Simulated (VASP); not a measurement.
A run of VASP 6.6.1 is set up as follows.

File INCAR:

```
SYSTEM = Pd
PREC     = Accurate       ! precision mode
ENCUT    = 520            ! plane-wave cutoff, eV
EDIFF    = 1E-6           ! SCF threshold, eV
ISMEAR   = -1             ! smearing method
SIGMA    = 0.05           ! smearing width, eV
LREAL    = .False.        ! projectors in reciprocal space
LASPH    = .True.         ! aspherical terms in the spheres
NELM     = 150            ! most SCF steps
ALGO     = Normal         ! electronic algorithm
ISIF     = 2              ! what is computed and relaxed
LWAVE    = .False.        ! write WAVECAR
LCHARG   = .False.        ! write CHGCAR
ISPIN    = 2              ! spin polarisation
MAGMOM   = 0.35 0.35 0.354 0.354 ! initial moments
LORBIT   = 11             ! projections on sites
LMAXMIX  = 4              ! l up to which the mixer works
GGA      = PE             ! functional
NBANDS   = 32             ! bands
```

Contents of KPOINTS:

```
Automatic mesh
0
Gamma
  15 15 4
  0 0 0
```

File POSCAR:

```
Pd
1.0
    2.6629133669      0.0000000000      0.0000000000
   -1.3314566835      2.3061506238      0.0000000000
    0.0000000000      0.0000000000      8.8068717060
Pd
4
Direct
    0.0000000000      1.0000000000      0.0000000000
    1.0000000000      1.0000000000      0.5000000000
    0.3333333333      0.6666666667      0.2500000000
    0.6666666667      0.3333333333      0.7500000000
```

Potentials or basis: VASP PAW PBE potentials, release 64 (Pd).

Command:

```console
$ cat potpaw_PBE.64/Pd/POTCAR > POTCAR
$ mpirun -np 1 vasp_std > vasp.out
```

(1) Estimate the band gap on the k mesh.

(2) Estimate the pressure.

(3) What does it give for the net moment?

Results:

(1) zero (filled and empty bands overlap).

(2) 29.6 GPa.

(3) 0.00 μB per cell.

Caveat: the cell stands under pressure.
